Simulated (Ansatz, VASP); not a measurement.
**One calculation of I, two programs**

```xyz
1
Lattice="-2.0894 2.0894 2.0894 2.0894 -2.0894 2.0894 2.0894 2.0894 -2.0894" Properties=species:S:1:pos:R:3 pbc="T T T"
I     0.0000    0.0000    0.0000
```

Alike in both runs: task single point; functional PBE; dispersion D3(BJ); k mesh 16 × 16 × 16; occupations gaussian, width 0.15 eV; no spin polarisation.

|  | VASP | Ansatz |
| --- | --- | --- |
| version | VASP 6.6.1 | Ansatz 0.2.0 |
| potentials or method | VASP PAW PBE potentials, release 64 (I), cutoff 520 eV | scalar-relativistic, plane waves, PAW |
| valence electrons in the cell | 7 | 17 |

```tsv
	VASP	Ansatz	Ansatz less VASP
gap on the k mesh at the Fermi level (eV)	none	none	-
pressure (GPa)	-2.0	-1.9	+0.04
```

A gap of «none» marks a metal or a gap that the smearing closes. VASP's potentials hold 7 valence electrons a cell and Ansatz's 17, so a difference there can come from the potentials and not from the codes.

Spin-orbit coupling is off throughout.
